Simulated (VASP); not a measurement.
Runs of VASP 6.6.1 on Cu. The structure is that of space group Fm-3m (No. 225), or close to it. The cells are those of the table. 

| cell | k mesh | smearing | gap on the mesh (eV) | pressure (GPa) |
| --- | --- | --- | --- | --- |
| a = 2.529 Å, angles 60.0°, 1 atom | 15 × 15 × 15 | gaussian 0.01 eV | none | 0.3 |
| a = 2.495 Å, angles 60.0°, 1 atom | 25 × 25 × 25 | fermi-dirac 0.1 eV | none | 8.1 |
| a = 2.529 Å, angles 60.0°, 1 atom | 15 × 15 × 15 | fermi-dirac 0.01 eV | none | 0.3 |
| a = 2.529 Å, angles 60.0°, 1 atom | 9 × 9 × 9 | fermi-dirac 0.1 eV | none | 0.5 |
| a = 2.529 Å, angles 60.0°, 1 atom | 16 × 16 × 16 | fermi-dirac 0.1 eV | none | 0.6 |
| a = 2.529 Å, angles 60.0°, 1 atom | 15 × 15 × 15 | methfessel-paxton 0.6 eV | none | 0.6 |
| a = 2.529 Å, angles 60.0°, 1 atom | 15 × 15 × 15 | methfessel-paxton 0.01 eV | none | 0.3 |
| a = 2.529 Å, angles 60.0°, 1 atom | 15 × 15 × 15 | methfessel-paxton 0.3 eV | none | (a) |
| a = 2.529 Å, angles 60.0°, 1 atom | 15 × 15 × 15 | methfessel-paxton 0.2 eV | none | 0.3 |
| a = 2.529 Å, angles 60.0°, 1 atom | 15 × 15 × 15 | fermi-dirac 0.1 eV | none | 0.5 |
| a = 2.529 Å, angles 60.0°, 1 atom | 4 × 4 × 4 | fermi-dirac 0.1 eV | none | 2.6 |
| a = 2.529 Å, angles 60.0°, 1 atom | 15 × 15 × 15 | gaussian 0.6 eV | none | 0.7 |

Alike in all rows: task single point; level r2SCAN; potentials or basis VASP PAW PBE potentials, release 64 (Cu); no spin polarisation; cutoff (eV) 520.

Q: Fill in the values left out.

A: (a) 0.4.

Caveats: some runs use coarse meshes; the PAW data sets were made with another functional, which shifts forces and pressure a little.

A gap of «none» marks levels without a gap at the run's occupations.
